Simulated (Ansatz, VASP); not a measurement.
## Two plane-wave programs on Zn

```
CELL_PARAMETERS angstrom
0.00000 1.71639 2.57458
1.71639 0.00000 2.57458
1.71639 1.71639 0.00000
ATOMIC_POSITIONS crystal
Zn 0.00000 0.00000 0.00000
```

Alike in both runs: task single point; functional PBEsol; k mesh 22 × 22 × 22; occupations gaussian, width 0.15 eV; no spin polarisation.

|  | VASP | Ansatz |
| --- | --- | --- |
| version | VASP 6.6.1 | Ansatz 0.2.0 |
| potentials or method | VASP PAW PBE potentials, release 64 (Zn), cutoff 520 eV | scalar-relativistic, plane waves, PAW |
| valence electrons in the cell | 12 | 12 |

|  | VASP | Ansatz | Ansatz less VASP |
| --- | --- | --- | --- |
| gap on the k mesh at the Fermi level (eV) | none | none | - |
| pressure (GPa) | 4.0 | 3.7 | -0.28 |
| traceless stress, the component that is largest in VASP (GPa) | -9.19 | -8.91 | +0.280 |

VASP's potentials were made for PBE, not for PBEsol. A gap of «none» marks a metal or a gap that the smearing closes. The functional is the same, so the differences come from potentials, cutoffs and numerics.
